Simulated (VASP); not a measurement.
# Zn13Cd3Se16 (P1) in VASP: settings compared

The runs below take Zn13Cd3Se16 through single point, relaxation of volume and atoms at fixed shape, with PBEsol, HSE06.

Everything below comes from runs of VASP 6.6.1. Logs are shortened: lines on timing, memory, paths and dates and some standing lists are left out, and cuts for length are marked.

## 1. The cell of the first run

The typed cell holds 64 atoms: a = 11.433 Å, b = 11.433 Å, c = 11.433 Å, α = 90.00°, β = 90.00°, γ = 90.00°.

## 2. Single point, PBEsol

File INCAR:

```
SYSTEM = Zn13Cd3Se16
  PREC = Accurate
  ENCUT = 520
  EDIFF = 1E-6
  ISMEAR = -1
  SIGMA = 0.05
  LREAL = Auto
  LASPH = .TRUE.
  NELM = 100
  ALGO = Normal
  ISIF = 2
  LWAVE = .FALSE.
  LCHARG = .FALSE.
  GGA = PS
  ISYM = 0
  NBANDS = 326
  LUSENCCL = .FALSE.
```

File KPOINTS:

```
Automatic mesh
0
Gamma
  1 1 1
  0.25 0.25 0.25
```

File POSCAR:

```
Zn13Cd3Se16
1.0
   11.4333920414      0.0000000000      0.0000000000
    0.0000000000     11.4333920414      0.0000000000
    0.0000000000      0.0000000000     11.4333920414
Zn Cd Se
26 6 32
Direct
    0.9996940000      0.0011100000      0.0043630000
    0.9968190000      0.0028440000      0.4947590000
    0.9988990000      0.5001980000      0.0048110000
    0.4997920000      0.0027300000      0.0028390000
    0.5003030000      0.4976010000      0.0023410000
    0.5017050000      0.4949080000      0.4969680000
    0.2523660000      0.2497940000      0.0027540000
    0.2523790000      0.2498220000      0.4967500000
    0.2501100000      0.7503560000      0.0052380000
    0.7474870000      0.2502080000      0.0026470000
    0.7476570000      0.2498560000      0.4963410000
    0.7501250000      0.7494570000      0.0039870000
    0.7493060000      0.7500650000      0.4942030000
    0.2474710000      0.0018030000      0.2442550000
    0.2498300000      0.0064390000      0.7549580000
    0.2516200000      0.4976390000      0.2448090000
    0.2559020000      0.4942370000      0.7551380000
    0.7515780000      0.0004250000      0.2468420000
    0.7508280000      0.0024620000      0.7520360000
    0.7474550000      0.4987450000      0.2466730000
    0.7447400000      0.4977910000      0.7516660000
    0.9990390000      0.2486240000      0.2473750000
    0.9977870000      0.7518830000      0.2447540000
    0.5003140000      0.2513670000      0.2472950000
    0.4996860000      0.2526500000      0.7529920000
    0.5013690000      0.7475020000      0.2446090000
    0.9993300000      0.4999730000      0.4958000000
    0.5034160000      0.0051800000      0.4975950000
    0.2509930000      0.7510080000      0.4942690000
    0.0021100000      0.2486160000      0.7521300000
    0.9970410000      0.7546790000      0.7557940000
    0.5049480000      0.7469710000      0.7566050000
    0.1238120000      0.1269470000      0.1227490000
    0.1309930000      0.1187090000      0.6158160000
    0.1239520000      0.6253610000      0.1266960000
    0.1326310000      0.6173140000      0.6348300000
    0.6241960000      0.1257140000      0.1267070000
    0.6316950000      0.1340920000      0.6333620000
    0.6242000000      0.6229700000      0.1223310000
    0.6304840000      0.6183620000      0.6157670000
    0.3768760000      0.3735760000      0.1238450000
    0.3761460000      0.3728730000      0.6237600000
    0.3758320000      0.8754730000      0.1257000000
    0.3707740000      0.8823080000      0.6339170000
    0.8737080000      0.3735710000      0.1254950000
    0.8614740000      0.3737870000      0.6245820000
    0.8747300000      0.8755270000      0.1232490000
    0.8667640000      0.8820290000      0.6163440000
    0.3691650000      0.1307950000      0.3637920000
    0.3764280000      0.1276650000      0.8772330000
    0.3825850000      0.6163130000      0.3653170000
    0.3694040000      0.6178950000      0.8856290000
    0.8725470000      0.1270630000      0.3719270000
    0.8693720000      0.1194130000      0.8845150000
    0.8685710000      0.6307040000      0.3635410000
    0.8659290000      0.6166670000      0.8825270000
    0.1309300000      0.3679090000      0.3652490000
    0.1310280000      0.3802520000      0.8853710000
    0.1164940000      0.8817080000      0.3643510000
    0.1322710000      0.8842120000      0.8854990000
    0.6249310000      0.3726620000      0.3712160000
    0.6230430000      0.3745270000      0.8777420000
    0.6292020000      0.8693720000      0.3644910000
    0.6331740000      0.8829250000      0.8848480000
```

Potentials or basis: VASP PAW PBE potentials, release 64 (Zn, Cd, Se).

Started as:

```console
$ cat potpaw_PBE.64/Zn/POTCAR potpaw_PBE.64/Cd/POTCAR potpaw_PBE.64/Se/POTCAR > POTCAR
$ mpirun -np 1 vasp_std > vasp.out
```

OUTCAR:

```text
SYSTEM = Zn13Cd3Se16
   PREC = Accurate
   ENCUT = 520
   EDIFF = 1E-6
   ISMEAR = -1
   LREAL = Auto
   LASPH = .TRUE.
   NELM = 100
   ISIF = 2
   GGA = PS
   ISYM = 0

 ion  position               nearest neighbor table
   1  1.000  0.001  0.004-  33 2.43  54 2.43  60 2.44  47 2.44
   2  0.997  0.003  0.495-  53 2.45  59 2.45  34 2.45  48 2.46
   3  0.999  0.500  0.005-  58 2.46  35 2.46  56 2.46  45 2.46
   4  0.500  0.003  0.003-  37 2.45  64 2.45  50 2.47  43 2.47
   5  0.500  0.498  0.002-  52 2.43  41 2.44  39 2.44  62 2.45
   6  0.502  0.495  0.497-  40 2.45  61 2.45  51 2.46  42 2.47
[... 56 lines left out ...]
  63  0.629  0.869  0.364-  13 2.44  26 2.44  18 2.45  28 2.61
  64  0.633  0.883  0.885-  12 2.44  19 2.45   4 2.45  32 2.59

IMPORTANT INFORMATION: All symmetrisations will be switched off!
NOSYMM: (Re-)initialisation of all symmetry stuff for point group C_1.

----------------------------------------------------------------------------------------

                                     Primitive cell

  volume of cell :    1494.6011

  direct lattice vectors                    reciprocal lattice vectors
    11.433392041  0.000000000  0.000000000     0.087463108  0.000000000  0.000000000
     0.000000000 11.433392041  0.000000000     0.000000000  0.087463108  0.000000000
     0.000000000  0.000000000 11.433392041     0.000000000  0.000000000  0.087463108

  length of vectors
    11.433392041 11.433392041 11.433392041     0.087463108  0.087463108  0.087463108

  position of ions in fractional coordinates (direct lattice)
     0.999694000  0.001110000  0.004363000
     0.996819000  0.002844000  0.494759000
     0.998899000  0.500198000  0.004811000
     0.499792000  0.002730000  0.002839000
     0.500303000  0.497601000  0.002341000
     0.501705000  0.494908000  0.496968000
[... 56 lines left out ...]
     0.629202000  0.869372000  0.364491000
     0.633174000  0.882925000  0.884848000

  ion indices of the primitive-cell ions
   primitive index   ion index
                 1           1
                 2           2
                 3           3
                 4           4
                 5           5
                 6           6
[... 56 lines left out ...]
                63          63
                64          64

----------------------------------------------------------------------------------------

 KPOINTS: Automatic mesh
[... 49 lines left out ...]
   EDIFFG = 0.1E-04   stopping-criterion for IOM
   NSW    =      0    number of steps for IOM
   IBRION =     -1    ionic relax: 0-MD 1-quasi-New 2-CG
   NFREE  =      0    steps in history (QN), initial steepest desc. (CG)
   ISIF   =      2    stress and relaxation
   ISYM   =      0    0-nonsym 1-usesym 2-fastsym
   POTIM  = 0.5000    time-step for ionic-motion
   TEBEG  =    0.0;   TEEND  =   0.0 temperature during run
   PSTRESS=    0.0 pullay stress
   NELECT =     576.0000    total number of electrons
   NUPDOWN=      -1.0000    fix difference up-down
   EMIN   =  10.00;   EMAX   =-10.00  energy-range for DOS
   EFERMI =   0.00;   METHOD = LEGACY
   ISMEAR =    -1;   SIGMA  =   0.05  broadening in eV -4-tet -1-fermi 0-gaus
   EFERMI_NEDOS =   21; number of points for ismear=-14 and -15
   IALGO  =     38    algorithm
   IMIX   =      4    mixing-type and parameters
     AMIX     =   0.40;   BMIX     =  1.00
     AMIX_MAG =   1.60;   BMIX_MAG =  1.00
  volume/ion in A,a.u.               =      23.35       157.59
  Fermi-wavevector in a.u.,A,eV,Ry     =   1.191353  2.251331 19.311057  1.419323
  Thomas-Fermi vector in A             =   2.327417
   LORBIT       =      0    0 simple, 1 ext, 2 COOP (PROOUT), +10 PAW based schemes
   GGA     = PS    functional components
   LHFCALC =     F    Hartree Fock is set to
   AEXX    =    0.0000 exact exchange contribution
   IVDW    =     0    specifies the selected vdW correction
   LEPSILON=     F    determine dielectric tensor
   LRPA    =     F    only Hartree local field effects (RPA)
 non-spin polarized calculation
  energy-cutoff  :      520.00
  volume of cell :     1494.60
 maximum number of plane-waves:     40234
 NGX is ok and might be reduce to    90
   NGX = 43   NGY = 43   NGZ = 43

 number of electron     575.9999985 magnetization

 Free energy of the ion-electron system (eV)
  ---------------------------------------------------
  ext. energy  EPLUGINS =         0.00000000
  ---------------------------------------------------
  free energy    TOTEN  =      -212.62509638 eV

  energy without entropy =     -212.62509638  energy(sigma->0) =     -212.62509638

 E-fermi :   2.4592     XC(G=0):  -9.5191

 val. band max:        1.3616970030   @ k =  -0.2500   0.2500   0.2500
 cond. band min:       3.5271225486   @ k =  -0.2500   0.2500   0.2500
 fundamental gap:      2.1654255456
 Fermi energy:         2.4592225243

 k-point     1 :       0.2500    0.2500    0.2500
  band No.  band energies     occupation
      1     -11.6903      2.00000
      2     -11.4893      2.00000
      3     -11.4479      2.00000
      4     -11.4262      2.00000
      5     -11.2959      2.00000
      6     -11.2784      2.00000
[... 1201 lines left out ...]
    299       4.7384      0.00000
    300       4.8026      0.00000
 [bands above 300 left out]

------------------------ aborting loop because EDIFF is reached ----------------------------------------

  FORCE on cell =-STRESS in cart. coord.  units (eV):
  Direction    XX          YY          ZZ          XY          YZ          ZX
  --------------------------------------------------------------------------------------
  -------------------------------------------------------------------------------------
  Total        2.7634062      2.7124819      2.8660355      0.2967924      0.6800938      0.6636282
  in kB        2.9623068      2.9077171      3.0723230      0.3181545      0.7290446      0.7113939
  external PRESSURE =       2.9807823 kB  Pullay stress =       0.0000000 kB

 VOLUME and BASIS-vectors are now :
 -----------------------------------------------------------------------------
  energy-cutoff  :      520.00
  volume of cell :     1494.60
      direct lattice vectors                 reciprocal lattice vectors
    11.433392041  0.000000000  0.000000000     0.087463108  0.000000000  0.000000000
     0.000000000 11.433392041  0.000000000     0.000000000  0.087463108  0.000000000
     0.000000000  0.000000000 11.433392041     0.000000000  0.000000000  0.087463108

 POSITION                                       TOTAL-FORCE (eV/Angst)
 -----------------------------------------------------------------------------------
     11.42989      0.01269      0.04988        -0.018785     -0.012846     -0.007511
     11.39702      0.03252      5.65677        -0.008136     -0.023289     -0.020664
     11.42080      5.71896      0.05501        -0.009100     -0.008448     -0.010528
      5.71432      0.03121      0.03246        -0.016226     -0.014436     -0.008418
      5.72016      5.68927      0.02677        -0.008772     -0.019799     -0.008410
      5.73619      5.65848      5.68203        -0.017940     -0.005157     -0.019305
[... 56 lines left out ...]
      7.19391      9.93987      4.16737         0.030138      0.004163     -0.001287
      7.23933     10.09483     10.11681         0.001212     -0.000261      0.019166
 -----------------------------------------------------------------------------------
    total drift:                               -0.008493      0.018596      0.005165

  FREE ENERGIE OF THE ION-ELECTRON SYSTEM (eV)
  ---------------------------------------------------
  free  energy   TOTEN  =      -212.6250963773 eV

  energy  without entropy=     -212.6250963753  energy(sigma->0) =     -212.62509638
```

It took 3.6 min on 1 × NVIDIA H100 80GB with 1 thread of AMD EPYC 7R13 (Zen 3), shared host; peak memory 2.7 GiB.

Results:

| Item | Value |
| --- | --- |
| Free energy | -212.6251 eV |
| Pressure | 0.3 GPa |
| Largest force | 0.073 eV/Å |
| Band gap on the k mesh | 2.17 eV |

Forces in eV/Å, atoms in the order of the input:
```
Zn  -0.019 -0.013 -0.008
Zn  -0.008 -0.023 -0.021
Zn  -0.009 -0.008 -0.011
Zn  -0.016 -0.014 -0.008
Zn  -0.009 -0.020 -0.008
Zn  -0.018 -0.005 -0.019
Zn  -0.007 -0.008 -0.006
Zn  -0.017 -0.001 -0.021
Zn  -0.015 -0.017 -0.012
Zn  -0.016 -0.008 -0.019
Zn  -0.014 -0.011 -0.016
Zn  -0.010 -0.019 -0.005
Zn  -0.012 -0.020 -0.014
Zn  -0.011 -0.011 -0.007
Zn  -0.010 -0.021 -0.019
Zn  -0.015 -0.017 -0.014
Zn  -0.011 -0.031 -0.015
Zn  -0.015 -0.015 -0.008
Zn  -0.002 -0.011 -0.026
Zn  -0.017 -0.011 -0.011
Zn  -0.016 -0.014 -0.019
Zn  -0.014 -0.020 -0.015
Zn  -0.019 -0.022 -0.007
Zn  -0.014 -0.001 -0.011
Zn  -0.013 -0.018 -0.026
Zn  -0.012 -0.013 -0.005
Cd  -0.037 -0.044 -0.039
Cd  -0.003 -0.017 -0.023
Cd  -0.018 -0.024 -0.042
Cd  -0.019 -0.006 -0.017
Cd  -0.023 -0.015 -0.026
Cd  -0.016 -0.034 -0.038
Se   0.010  0.020  0.016
Se   0.036  0.002  0.009
Se   0.013  0.010  0.003
Se   0.030  0.005  0.033
Se   0.015  0.003  0.008
Se   0.017 -0.001  0.018
Se   0.006  0.013  0.009
Se   0.041  0.012  0.014
Se   0.010  0.006  0.007
Se   0.004  0.020  0.032
Se   0.019  0.018  0.007
Se  -0.024  0.046  0.036
Se   0.023  0.015  0.003
Se   0.001  0.040  0.029
Se   0.020  0.014 -0.001
Se   0.000  0.037  0.019
Se  -0.002  0.024  0.012
Se   0.018  0.026  0.016
Se   0.038  0.005  0.014
Se   0.008  0.018  0.048
Se   0.004  0.025  0.016
Se   0.009 -0.005  0.036
Se   0.013  0.053  0.007
Se   0.005  0.011  0.037
Se   0.070 -0.001  0.023
Se   0.017  0.006  0.001
Se   0.007  0.039  0.021
Se   0.003  0.008  0.011
Se   0.014  0.006  0.010
Se   0.001  0.030  0.025
Se   0.030  0.004 -0.001
Se   0.001  0.000  0.019
```

Levels at points of the mesh, in eV from the valence-band top:
```csv
k point,band 285,band 286,band 287,band 288,band 289,band 290,band 291,band 292
"(0.25, 0.25, 0.25)",-0.36,-0.33,-0.02,-0.01,2.18,2.61,3.21,3.23
```

Caveat: the PAW data sets were made with another functional, which shifts forces and pressure a little; a shifted mesh leaves out Γ, where band edges can lie. A k mesh can miss the band edges.

(Continued in part 2 of 3.)
